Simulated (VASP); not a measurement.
Here is a VASP 6.6.1 calculation.

Contents of INCAR:

```
SYSTEM = LiMg2
PREC = Accurate ; ENCUT = 520
EDIFF = 1E-6 ; ISMEAR = -1
SIGMA = 0.05 ; LREAL = .FALSE.
LASPH = .TRUE. ; NELM = 80
ALGO = Normal ; ISIF = 2
LWAVE = .FALSE. ; LCHARG = .FALSE.
NBANDS = 10
```

Contents of KPOINTS:

```
Automatic mesh
0
G
  11 11 11
  0 0 0
```

File POSCAR:

```
LiMg2
1.0
    4.7038379533     -1.4959234399      0.0000000000
    4.7038379533      1.4959234399      0.0000000000
   -0.9511039583      0.0000000000      2.8467673823
Li Mg
1 2
Direct
    0.5000000000      0.5000000000      0.5000000000
    0.8413175900      0.8413175900      0.8411383200
    0.1586824100      0.1586824100      0.1588616800
```

Potentials or basis: VASP PAW LDA potentials, release 64 (Li_sv, Mg).

Command:

```sh
$ cat potpaw_LDA.64/Li_sv/POTCAR potpaw_LDA.64/Mg/POTCAR > POTCAR
$ mpirun -np 1 vasp_std > vasp.out
```

(1) Predict the largest force.

(2) What does it give for the band gap on the k mesh?

## Answers

(1) 0.519 eV/Å.

(2) zero (an odd number of electrons rules out a gap without spin polarisation).
